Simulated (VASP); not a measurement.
# Si (P6_3/mmc) in VASP: single point with PBEsol

Aim: the single point of Si with PBEsol.

All numbers are computed with VASP 6.6.1; they aren't measurements. Logs are shortened: lines on timing, memory, paths and dates and some standing lists are left out, and cuts for length are marked.

## Step 1: The cell of the first run

It takes space group P6_3/mmc (No. 194, hexagonal). The conventional cell has a = 3.780 Å, b = 3.780 Å, c = 6.438 Å, α = 90.00°, β = 90.00°, γ = 120.00°. Within 2.9 Å of Si (site symmetry 3m) lie 4 Si at 2.20 to 2.41 Å.

This isn't the form of Si at room conditions, which is diamond.

## Step 2: Single point, PBEsol (strained)

The input, INCAR:

```
SYSTEM = Si
PREC = Accurate
ENCUT = 520
EDIFF = 1E-6
ISMEAR = 0
SIGMA = 0.05
LREAL = .FALSE.
LASPH = .TRUE.
NELM = 80
ALGO = Normal
ISIF = 2
LWAVE = .FALSE.
LCHARG = .TRUE.
GGA = PS
LELF = .TRUE.
LVHAR = .TRUE.
NBANDS = 16
```

The input, KPOINTS:

```
Automatic mesh
0
G
  12 12 6
  0 0 0
```

The input, POSCAR:

```
Si
1.0
    3.7803609383      0.0000000000      0.0000000000
   -1.8901804692      3.2738886081      0.0000000000
    0.0000000000      0.0000000000      6.4383767876
Si
4
Direct
    0.3333333300      0.6666666700      0.0788007473
    0.6666666700      0.3333333300      0.5788007473
    0.3333333300      0.6666666700      0.4211992527
    0.6666666700      0.3333333300      0.9211992527
```

Potentials or basis: VASP PAW PBE potentials, release 64 (Si).

Launch:

```bash
> cat potpaw_PBE.64/Si/POTCAR > POTCAR
> mpirun -np 1 vasp_std > vasp.out
```

OUTCAR:

```text
SYSTEM = Si
   PREC = Accurate
   ENCUT = 520
   EDIFF = 1E-6
   ISMEAR = 0
   LREAL = .FALSE.
   LASPH = .TRUE.
   NELM = 80
   ISIF = 2
   GGA = PS

 ion  position               nearest neighbor table
   1  0.333  0.667  0.079-   3 2.20   4 2.41   4 2.41   4 2.41
   2  0.667  0.333  0.579-   4 2.20   3 2.41   3 2.41   3 2.41
   3  0.333  0.667  0.421-   1 2.20   2 2.41   2 2.41   2 2.41
   4  0.667  0.333  0.921-   2 2.20   1 2.41   1 2.41   1 2.41

  LATTYP: Found a hexagonal cell.
 ALAT       =     3.7803609383
 C/A-ratio  =     1.7031116586

  Lattice vectors:

 A1 = (   3.7803609383,   0.0000000000,   0.0000000000)
 A2 = (  -1.8901804692,   3.2738886081,   0.0000000000)
 A3 = (   0.0000000000,   0.0000000000,   6.4383767876)

Analysis of symmetry for initial positions (statically):
=====================================================================
 Subroutine PRICEL returns:
 Original cell was already a primitive cell.

 Routine SETGRP: Setting up the symmetry group for a
 hexagonal supercell.

 Subroutine GETGRP returns: Found 24 space group operations
 (whereof 12 operations were pure point group operations)
 out of a pool of 24 trial point group operations.

The static configuration has the point symmetry D_3d.
 The point group associated with its full space group is D_6h.

Analysis of symmetry for dynamics (positions and initial velocities):
=====================================================================
 Subroutine PRICEL returns:
 Original cell was already a primitive cell.

 Routine SETGRP: Setting up the symmetry group for a
 hexagonal supercell.

 Subroutine GETGRP returns: Found 24 space group operations
 (whereof 12 operations were pure point group operations)
 out of a pool of 24 trial point group operations.

The dynamic configuration has the point symmetry D_3d.
 The point group associated with its full space group is D_6h.

 Subroutine INISYM returns: Found 24 space group operations
 (whereof 12 operations are pure point group operations),
 and found     1 'primitive' translations

----------------------------------------------------------------------------------------

                                     Primitive cell

  volume of cell :      79.6844

  direct lattice vectors                    reciprocal lattice vectors
     3.780360938  0.000000000  0.000000000     0.264525006  0.152723583  0.000000000
    -1.890180469  3.273888608  0.000000000     0.000000000  0.305447167  0.000000000
     0.000000000  0.000000000  6.438376788     0.000000000  0.000000000  0.155318651

  length of vectors
     3.780360938  3.780360938  6.438376788     0.305447167  0.305447167  0.155318651

  position of ions in fractional coordinates (direct lattice)
     0.333333330  0.666666670  0.078800747
     0.666666670  0.333333330  0.578800747
     0.333333330  0.666666670  0.421199253
     0.666666670  0.333333330  0.921199253

  ion indices of the primitive-cell ions
   primitive index   ion index
                 1           1
                 2           2
                 3           3
                 4           4

----------------------------------------------------------------------------------------

 KPOINTS: Automatic mesh

Automatic generation of k-mesh.
 Grid dimensions read from file:
 generate k-points for:   12   12    6

 Generating k-lattice:

  Cartesian coordinates                     Fractional coordinates (reciprocal lattice)
     0.022043751  0.012726965  0.000000000     0.083333333  0.000000000  0.000000000
     0.000000000  0.025453931  0.000000000     0.000000000  0.083333333  0.000000000
     0.000000000  0.000000000  0.025886442     0.000000000  0.000000000  0.166666667

  Length of vectors
     0.025453931  0.025453931  0.025886442

  Shift w.r.t. Gamma in fractional coordinates (k-lattice)
     0.000000000  0.000000000  0.000000000

 Subroutine IBZKPT returns following result:
 ===========================================

 Found     76 irreducible k-points:

 Following reciprocal coordinates:
            Coordinates               Weight
  0.000000  0.000000  0.000000      1.000000
  0.083333  0.000000  0.000000      6.000000
  0.166667  0.000000  0.000000      6.000000
  0.250000  0.000000  0.000000      6.000000
  0.333333  0.000000  0.000000      6.000000
  0.416667  0.000000  0.000000      6.000000
[... 16 lines left out ...]
  0.250000  0.000000  0.166667     12.000000
  0.333333  0.000000  0.166667     12.000000
 [... further k-points ...]
   k-points           NKPTS =     76   k-points in BZ     NKDIM =     76   number of bands    NBANDS=     16
   number of dos      NEDOS =    301   number of ions     NIONS =      4
   total plane-waves  NPLWV =  37632
   dimension x,y,z NGX =    28 NGY =   28 NGZ =   48
   dimension x,y,z NGXF=    56 NGYF=   56 NGZF=   96
   ions per type =               4
   NGX,Y,Z   is equivalent  to a cutoff of  12.31, 12.31, 12.39 a.u.
   NGXF,Y,Z  is equivalent  to a cutoff of  24.63, 24.63, 24.79 a.u.
 SYSTEM =  Si
   PREC   = accura    normal or accurate (medium, high low for compatibility)
   ISTART =      0    job   : 0-new  1-cont  2-samecut
   ICHARG =      2    charge: 1-file 2-atom 10-const
   ISPIN  =      1    spin polarized calculation?
   LNONCOLLINEAR =      F non collinear calculations
   LSORBIT =      F    spin-orbit coupling
   LASPH  =      T    aspherical Exc in radial PAW
   ENCUT  =  520.0 eV  38.22 Ry    6.18 a.u.   7.03  7.03 11.97*2*pi/ulx,y,z
   NELM   =     80;   NELMIN=  2; NELMDL= -5     # of ELM steps
   EDIFF  = 0.1E-05   stopping-criterion for ELM
   LREAL  =      F    real-space projection
   EDIFFG = 0.1E-04   stopping-criterion for IOM
   NSW    =      0    number of steps for IOM
   IBRION =     -1    ionic relax: 0-MD 1-quasi-New 2-CG
   NFREE  =      0    steps in history (QN), initial steepest desc. (CG)
   ISIF   =      2    stress and relaxation
   ISYM   =      2    0-nonsym 1-usesym 2-fastsym
   POTIM  = 0.5000    time-step for ionic-motion
   TEBEG  =    0.0;   TEEND  =   0.0 temperature during run
   PSTRESS=    0.0 pullay stress
   NELECT =      16.0000    total number of electrons
   NUPDOWN=      -1.0000    fix difference up-down
   EMIN   =  10.00;   EMAX   =-10.00  energy-range for DOS
   EFERMI =   0.00;   METHOD = LEGACY
   ISMEAR =     0;   SIGMA  =   0.05  broadening in eV -4-tet -1-fermi 0-gaus
   EFERMI_NEDOS =   21; number of points for ismear=-14 and -15
   IALGO  =     38    algorithm
   IMIX   =      4    mixing-type and parameters
     AMIX     =   0.40;   BMIX     =  1.00
     AMIX_MAG =   1.60;   BMIX_MAG =  1.00
  volume/ion in A,a.u.               =      19.92       134.43
  Fermi-wavevector in a.u.,A,eV,Ry     =   0.958643  1.811573 12.503709  0.918997
  Thomas-Fermi vector in A             =   2.087769
   LORBIT       =      0    0 simple, 1 ext, 2 COOP (PROOUT), +10 PAW based schemes
   GGA     = PS    functional components
   LHFCALC =     F    Hartree Fock is set to
   AEXX    =    0.0000 exact exchange contribution
   IVDW    =     0    specifies the selected vdW correction
   LEPSILON=     F    determine dielectric tensor
   LRPA    =     F    only Hartree local field effects (RPA)
 non-spin polarized calculation
 Gauss-broadening in eV      SIGMA  =   0.05
  energy-cutoff  :      520.00
  volume of cell :       79.68
 maximum number of plane-waves:      2164
   NGX = 15   NGY = 15   NGZ = 23

 number of electron      15.9999998 magnetization

 Free energy of the ion-electron system (eV)
  ---------------------------------------------------
  ext. energy  EPLUGINS =         0.00000000
  ---------------------------------------------------
  free energy    TOTEN  =       -22.44676756 eV

  energy without entropy =      -22.44601225  energy(sigma->0) =      -22.44638990

 E-fermi :   6.3393     XC(G=0):  -9.5898

 val. band max:        6.3079946622   @ k =   0.0833   0.0000   0.1667
 cond. band min:       6.3806344155   @ k =   0.4167   0.0000   0.3333
 fundamental gap:      0.0726397533
 Fermi energy:         6.3393322843

 k-point     1 :       0.0000    0.0000    0.0000
  band No.  band energies     occupation
      1      -6.2105      2.00000
      2      -3.6475      2.00000
      3      -2.0426      2.00000
      4       4.6427      2.00000
      5       4.9305      2.00000
      6       4.9305      2.00000
[... 8 lines left out ...]
     15      10.6614      0.00000
     16      11.8338      0.00000

 k-point     2 :       0.0833    0.0000    0.0000
  band No.  band energies     occupation
      1      -6.1287      2.00000
      2      -3.5620      2.00000
      3      -1.9976      2.00000
      4       4.2294      2.00000
      5       4.5702      2.00000
      6       4.7441      2.00000
[... 8 lines left out ...]
     15      10.9911      0.00000
     16      11.3207      0.00000

 k-point     3 :       0.1667    0.0000    0.0000
  band No.  band energies     occupation
      1      -5.8856      2.00000
      2      -3.3071      2.00000
      3      -1.8822      2.00000
      4       3.0033      2.00000
      5       4.3194      2.00000
      6       4.3395      2.00000
[... 8 lines left out ...]
     15      11.8403      0.00000
     16      11.8760      0.00000

 k-point     4 :       0.2500    0.0000    0.0000
  band No.  band energies     occupation
      1      -5.4901      2.00000
      2      -2.8889      2.00000
      3      -1.7745      2.00000
      4       1.8624      2.00000
      5       3.3359      2.00000
      6       3.8761      2.00000
[... 8 lines left out ...]
     15      12.2817      0.00000
     16      12.5406      0.00000

 k-point     5 :       0.3333    0.0000    0.0000
  band No.  band energies     occupation
      1      -4.9642      2.00000
      2      -2.3242      2.00000
      3      -1.8590      2.00000
      4       1.1066      2.00000
      5       2.0455      2.00000
      6       3.3000      2.00000
[... 8 lines left out ...]
     15      13.4730      0.00000
     16      13.6071      0.00000

 k-point     6 :       0.4167    0.0000    0.0000
  band No.  band energies     occupation
      1      -4.3766      2.00000
      2      -2.2714      2.00000
      3      -1.6726      2.00000
      4       0.9002      2.00000
      5       0.9466      2.00000
      6       2.7449      2.00000
[... 8 lines left out ...]
     15      12.6398      0.00000
     16      14.1954      0.00000

 k-point     7 :       0.5000    0.0000    0.0000
  band No.  band energies     occupation
      1      -4.0263      2.00000
      2      -2.6034      2.00000
      3      -1.2625      2.00000
      4       0.3857      2.00000
      5       0.9387      2.00000
      6       2.4840      2.00000
[... 8 lines left out ...]
     15      12.1192      0.00000
     16      14.1067      0.00000

 k-point     8 :       0.0833    0.0833    0.0000
  band No.  band energies     occupation
      1      -5.9662      2.00000
      2      -3.3917      2.00000
      3      -1.9169      2.00000
      4       3.4054      2.00000
      5       4.2000      2.00000
      6       4.5434      2.00000
[... 8 lines left out ...]
     15      10.8160      0.00000
     16      11.5818      0.00000

 k-point     9 :       0.1667    0.0833    0.0000
  band No.  band energies     occupation
      1      -5.6464      2.00000
      2      -3.0548      2.00000
      3      -1.8004      2.00000
      4       2.3532      2.00000
      5       3.6280      2.00000
      6       3.9082      2.00000
[... 8 lines left out ...]
     15      11.6451      0.00000
     16      11.8483      0.00000
[... 172 lines left out ...]
 k-point    19 :       0.3333    0.3333    0.0000
  band No.  band energies     occupation
      1      -3.1174      2.00000
      2      -3.1174      2.00000
      3      -0.1860      2.00000
      4      -0.1860      2.00000
      5       0.9538      2.00000
      6       2.0349      2.00000
[... 8 lines left out ...]
     15      12.4894      0.00000
     16      12.4894      0.00000

 k-point    20 :       0.0000    0.0000    0.1667
  band No.  band energies     occupation
      1      -6.1201      2.00000
      2      -4.1046      2.00000
      3      -1.4257      2.00000
      4       3.9407      2.00000
      5       5.0031      2.00000
      6       5.0031      2.00000
[... 8 lines left out ...]
     15      10.3955      0.00000
     16      12.0890      0.00000

 k-point    21 :       0.0833    0.0000    0.1667
  band No.  band energies     occupation
      1      -6.0384      2.00000
      2      -4.0233      2.00000
      3      -1.3792      2.00000
      4       3.8754      2.00000
      5       4.3201      2.00000
      6       4.8180      2.00000
[... 8 lines left out ...]
     15      10.7179      0.00000
     16      11.6350      0.00000

 k-point    22 :       0.1667    0.0000    0.1667
  band No.  band energies     occupation
      1      -5.7958      2.00000
      2      -3.7831      2.00000
      3      -1.2605      2.00000
      4       3.0892      2.00000
      5       3.5843      2.00000
      6       4.4154      2.00000
[... 8 lines left out ...]
     15      11.5290      0.00000
     16      11.9117      0.00000

 k-point    23 :       0.2500    0.0000    0.1667
  band No.  band energies     occupation
      1      -5.4013      2.00000
      2      -3.3991      2.00000
      3      -1.1543      2.00000
      4       1.9853      2.00000
      5       2.7291      2.00000
      6       3.9977      2.00000
[... 8 lines left out ...]
     15      12.3600      0.00000
     16      12.5169      0.00000

 k-point    24 :       0.3333    0.0000    0.1667
  band No.  band energies     occupation
      1      -4.8777      2.00000
      2      -2.9247      2.00000
      3      -1.2459      2.00000
      4       1.3065      2.00000
      5       1.6233      2.00000
      6       3.6475      2.00000
[... 8 lines left out ...]
     15      13.5202      0.00000
     16      13.6157      0.00000

 [... further k-points ...]
[... 5 lines left out ...]
  --------------------------------------------------------------------------------------
  -------------------------------------------------------------------------------------
  Total       -1.0549005     -1.0549005      3.2713448      0.0000000     -0.0000000      0.0000000
  in kB      -21.2103832    -21.2103832     65.7753769      0.0000000     -0.0000000      0.0000000
  external PRESSURE =       7.7848702 kB  Pullay stress =       0.0000000 kB

 VOLUME and BASIS-vectors are now :
 -----------------------------------------------------------------------------
  energy-cutoff  :      520.00
  volume of cell :       79.68
      direct lattice vectors                 reciprocal lattice vectors
     3.780360938  0.000000000  0.000000000     0.264525006  0.152723583  0.000000000
    -1.890180469  3.273888608  0.000000000     0.000000000  0.305447167  0.000000000
     0.000000000  0.000000000  6.438376788     0.000000000  0.000000000  0.155318651

 POSITION                                       TOTAL-FORCE (eV/Angst)
 -----------------------------------------------------------------------------------
     -0.00000      2.18259      0.50735        -0.000000     -0.000000     -2.818943
      1.89018      1.09130      3.72654         0.000000     -0.000000     -2.818943
     -0.00000      2.18259      2.71184        -0.000000     -0.000000      2.818943
      1.89018      1.09130      5.93103         0.000000      0.000000      2.818943
 -----------------------------------------------------------------------------------
    total drift:                               -0.000002      0.000001     -0.000000

  FREE ENERGIE OF THE ION-ELECTRON SYSTEM (eV)
  ---------------------------------------------------
  free  energy   TOTEN  =       -22.4467675636 eV

  energy  without entropy=      -22.4460122453  energy(sigma->0) =      -22.44638990
```

Run time: 78 s. Hardware: 1 thread of Intel Xeon 8259CL, shared host; peak memory 0.22 GiB.

Results:

| Property | Result |
| --- | --- |
| Free energy | -22.4468 eV |
| Pressure | 0.8 GPa |
| Largest force | 2.819 eV/Å |
| Band gap on the k mesh | zero (bands 8 and 9 overlap by 0.64 eV) |

Forces in eV/Å, atoms in the order of the input:
```
Si   0.000  0.000 -2.819
Si   0.000  0.000 -2.819
Si   0.000  0.000  2.819
Si   0.000  0.000  2.819
```

Stress tensor (GPa, compression positive):
```
-2.12  0.00  0.00
 0.00 -2.12  0.00
 0.00  0.00  6.58
```

Levels at points of the mesh, in eV from the Fermi level:
| k point | band 5 | band 6 | band 7 | band 8 | band 9 | band 10 | band 11 | band 12 |
| --- | --- | --- | --- | --- | --- | --- | --- | --- |
| (0.00, 0.00, 0.00) | -1.41 | -1.41 | 0.39 | 0.39 | 1.34 | 1.60 | 1.60 | 1.98 |
| (0.50, 0.00, 0.00) | -5.40 | -3.86 | -3.04 | -1.18 | 0.40 | 1.68 | 2.09 | 2.30 |
| (0.00, 0.00, 0.50) | -0.78 | -0.78 | -0.78 | -0.78 | 2.07 | 2.07 | 2.89 | 2.89 |
| (0.50, 0.00, 0.50) | -3.22 | -3.22 | -2.36 | -2.36 | 0.29 | 0.29 | 1.60 | 1.60 |

Caveat: the cell differs from its parent crystal (strained); semilocal functionals underestimate gaps, so a narrow gap can read as zero; the PAW data sets were made with another functional, which shifts forces and pressure a little.
